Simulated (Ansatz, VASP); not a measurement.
# Two plane-wave programs on MgS

File INCAR:

```
SYSTEM = MgS
PREC = Accurate
ENCUT = 600
EDIFF = 1E-6
ISMEAR = 0
SIGMA = 0.02
LREAL = .FALSE.
LASPH = .TRUE.
NELM = 120
ALGO = Normal
ISIF = 2
LWAVE = .FALSE.
LCHARG = .FALSE.
GGA = PE
NBANDS = 11
GGA_COMPAT = .FALSE.
```

The input KPOINTS:

```
Automatic mesh
0
G
  8 8 8
  0 0 0
```

Contents of POSCAR:

```
MgS
1.0
    0.0000000000      2.6147705276      2.6147705276
    2.6147705276      0.0000000000      2.6147705276
    2.6147705276      2.6147705276      0.0000000000
Mg S
1 1
Direct
    0.0000000000      0.0000000000      0.0000000000
    0.5000000000      0.5000000000      0.5000000000
```

Input for Ansatz:

```yaml
crystal:
  lattice:
    - [0.0, 2.6147705276, 2.6147705276]
    - [2.6147705276, 0.0, 2.6147705276]
    - [2.6147705276, 2.6147705276, 0.0]
  atoms:
    - { symbol: Mg, position: [0.0, 0.0, 0.0] }
    - { symbol: S, position: [0.5, 0.5, 0.5] }
basis:
  ecutwfc: 420
kpoints:
  mp_grid: { grid: [8, 8, 8] }
  band_path:
    path:
      - [[0.0, 0.0, 0.0], [0.5, 0.0, 0.5], [0.625, 0.25, 0.625]]
      - [[0.375, 0.375, 0.75], [0.0, 0.0, 0.0], [0.5, 0.5, 0.5], [0.5, 0.25, 0.75], [0.5, 0.0, 0.5]]
    npoints: 10
hamiltonian:
  xc: pbe
  pseudopotentials: { kind: paw, azcp: { folder: soft_1 } }
scf:
  occupations: { method: gaussian, width: 0.02 }
  n_extra_bands: 7
output:
  forces: true
  stress: true
  eigenvalues: true
```

Alike in both runs: task single point; functional PBE; k mesh 8 × 8 × 8; occupations gaussian, width 0.02 eV; no spin polarisation.

```csv
,VASP,Ansatz
version,VASP 6.6.1,Ansatz 0.2.0
potentials or method,"VASP PAW PBE potentials, release 64 (Mg, S), cutoff 600 eV","scalar-relativistic, plane waves, PAW"
valence electrons in the cell,8,16
```

```csv
,VASP,Ansatz,Ansatz less VASP
gap on the k mesh at the Fermi level (eV),2.74,2.76,+0.014
least direct gap on the mesh (eV),3.59,3.60,+0.011
pressure (GPa),-0.3,0.0,+0.27
```

VASP's potentials hold 8 valence electrons a cell and Ansatz's 16, so a difference there can come from the potentials and not from the codes.
